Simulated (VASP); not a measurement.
The system is SiNi3.

```
Ni Si
1.0
     3.58861    0.00000    0.00000
     0.00000    3.58861    0.00000
     0.00000    0.00000    3.58861
Ni Si
3 1
Direct
  0.50000 0.50000 0.00000
  0.50000 0.00000 0.50000
  0.00000 0.50000 0.50000
  0.00000 0.00000 0.00000
```

Base run:

* Program: VASP 6.6.1
* Functional: PBEsol
* Potentials or basis: VASP PAW PBE potentials, release 64 (Ni, Si)
* Cutoff: 520 eV
* k mesh: 8 × 8 × 8
* Occupations: fermi-dirac, width 0.05 eV
* Spin: collinear spin, ferromagnetic start
* Starting moments: [1.0, 1.0, 1.0, 0.0] μB

Its results: band gap on the k mesh zero (filled and empty bands overlap); pressure -20.0 GPa; net moment 0.00 μB per cell.

Q: The run is repeated on the same cell with these changes: functional from PBEsol to PBE; further incar settings from ALGO = Fast; EDIFF = 1e-06; NBANDS = 29 to ALGO = Fast; EDIFF = 1e-07; NBANDS = 29. What comes out?

A: Band gap on the k mesh zero (filled and empty bands overlap); pressure -12.5 GPa; net moment 0.00 μB per cell.

Caveats: the PAW data sets were made with another functional, which shifts forces and pressure a little (some runs).
